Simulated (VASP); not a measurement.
Set up this calculation in VASP 6.6.1, as the native input.

* Task: single point
* Functional: PBEsol
* Potentials or basis: VASP PAW PBE potentials, release 64 (O, Ni_sv_GW)
* Cutoff: 600 eV
* k mesh: 9 × 9 × 9
* Occupations: gaussian, width 0.02 eV
* Spin: collinear spin, ferromagnetic start
* Starting moments: [0.0, 2.0] μB
* Hubbard terms: Ni d U = 6.2 eV
* Dipole correction: no
* Second run: valence_matched
* Further INCAR settings: ALGO = Normal; EDIFF = 1e-06; NBANDS = 23

The structure of NiO lies in POSCAR:

```
NiO
1.0
    0.0000000000      2.0885500000      2.0885500000
    2.0885500000      0.0000000000      2.0885500000
    2.0885500000      2.0885500000      0.0000000000
O Ni
1 1
Direct
    0.5000000000      0.5000000000      0.5000000000
    0.0000000000      0.0000000000      0.0000000000
```

These files were run (other wordings do the same):

INCAR

```
SYSTEM = NiO
PREC = Accurate
ENCUT = 600
EDIFF = 1E-6
ISMEAR = 0
SIGMA = 0.02
LREAL = .FALSE.
LASPH = .TRUE.
NELM = 200
ALGO = Normal
ISIF = 2
LWAVE = .FALSE.
LCHARG = .TRUE.
ISPIN = 2
MAGMOM = 0 2
LORBIT = 11
LMAXMIX = 4
LDAU = .TRUE.
LDAUTYPE = 2
LDAUL = -1 2
LDAUU = 0 6.2
LDAUJ = 0 0
LDAUPRINT = 1
GGA = PS
LELF = .TRUE.
LVHAR = .TRUE.
NBANDS = 23
GGA_COMPAT = .FALSE.
```

KPOINTS

```
Automatic mesh
0
G
  9 9 9
  0 0 0
```

Potentials or basis: VASP PAW PBE potentials, release 64 (O, Ni_sv_GW).

Launch:

```bash
$ cat potpaw_PBE.64/O/POTCAR potpaw_PBE.64/Ni_sv_GW/POTCAR > POTCAR
$ mpirun -np 1 vasp_std > vasp.out
```

It gave:

* Pressure: -1.0 GPa
* Band gap on the k mesh: 2.28 eV, indirect (least direct gap 3.21 eV)
* Net moment: 2.00 μB per cell
* Site moments: O +0.18; Ni +1.78 μB
* Valence electrons inside the program's atomic spheres: O 5.01; Ni 16.13

Caveat: the PAW data sets were made with another functional, which shifts forces and pressure a little; a cell with one magnetic atom can't hold antiferromagnetic order, which such compounds often take.

It used 42 s of CPU time on 1 thread of AMD EPYC 7R13 Processor (Zen 3), with other jobs on the host.
